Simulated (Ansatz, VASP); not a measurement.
Mo in VASP and in Ansatz

Contents of INCAR:

```
SYSTEM = Mo
PREC = Accurate
ENCUT = 520
EDIFF = 1E-6
ISMEAR = 0
SIGMA = 0.15
LREAL = .FALSE.
LASPH = .TRUE.
NELM = 100
ALGO = Fast
ISIF = 2
LWAVE = .FALSE.
LCHARG = .FALSE.
GGA = PE
NBANDS = 13
```

File KPOINTS:

```
regular mesh
0
G
  20 20 20
  0 0 0
```

POSCAR

```
Mo
1.0
   -0.1100565412      2.0010280217      2.1511051233
    1.8909714805      0.0000000000      2.0410485821
    2.0010280217      2.0010280217     -0.1100565412
Mo
1
Direct
    0.0000000000      0.0000000000      0.0000000000
```

Input for Ansatz:

```yaml
crystal:
  lattice:
    - [-0.1100565412, 2.0010280217, 2.1511051233]
    - [1.8909714805, 0.0, 2.0410485821]
    - [2.0010280217, 2.0010280217, -0.1100565412]
  atoms:
    - { symbol: Mo, position: [0.0, 0.0, 0.0] }
basis:
  ecutwfc: 420
kpoints:
  mp_grid: { grid: [20, 20, 20] }
hamiltonian:
  xc: pbe
scf:
  occupations: { method: gaussian, width: 0.15 }
output:
  forces: true
  stress: true
  eigenvalues: true
```

Change from the starting cell: engineering shear strain xz -0.1100, normal strain along z +0.0750.

Alike in both runs: task single point; functional PBE; k mesh 20 × 20 × 20; occupations gaussian, width 0.15 eV; no spin polarisation.

|  | VASP | Ansatz |
| --- | --- | --- |
| version | VASP 6.6.1 | Ansatz 0.2.0 |
| potentials or method | VASP PAW PBE potentials, release 64 (Mo_sv), cutoff 520 eV | scalar-relativistic, plane waves, PAW |
| valence electrons in the cell | 14 | 14 |

|  | VASP | Ansatz | Ansatz less VASP |
| --- | --- | --- | --- |
| gap on the k mesh at the Fermi level (eV) | none | none | - |
| pressure (GPa) | -12.8 | -13.2 | -0.33 |
| traceless stress, the component that is largest in VASP (GPa) | 3.72 | 3.74 | +0.015 |

A gap of «none» marks a metal or a gap that the smearing closes.
